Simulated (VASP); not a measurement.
# NaB: single point with LDA

NaB:

```
Na B
1.0
     0.00000    2.68387    2.68387
     2.68387    0.00000    2.68387
     2.68387    2.68387    0.00000
Na B
1 1
Direct
  0.00000 0.00000 0.00000
  0.50000 0.50000 0.50000
```

```yaml
Program: VASP 6.6.1
Task: single point
Functional: LDA
Potentials_or_basis: VASP PAW LDA potentials, release 64 (Na_pv, B)
Cutoff: 520 eV
k_mesh: 18 × 18 × 18
Occupations: gaussian, width 0.15 eV
Spin: no spin polarisation
Dipole_correction: no
Further_INCAR_settings: ALGO = Normal; EDIFF = 1e-06; NBANDS = 12
```

| Property | Result |
| --- | --- |
| Pressure | -2.5 GPa |
| Band gap on the k mesh | zero (bands 5 and 6 overlap by 3.00 eV) |

Levels at points of the mesh, in eV from the Fermi level:
```tsv
k point	band 2	band 3	band 4	band 5	band 6	band 7	band 8	band 9
(0.00, 0.00, 0.00)	-23.04	-23.04	-7.07	2.37	2.37	2.37	7.43	10.16
(0.50, 0.00, 0.00)	-23.04	-23.04	-5.11	-1.96	1.76	1.76	7.03	10.21
(0.50, 0.50, 0.00)	-23.05	-23.05	-4.61	-1.44	0.98	0.98	6.02	6.69
```

It took 100 s on 1 thread of Intel Xeon 8259CL, on a shared host, peak memory 0.2 GiB.
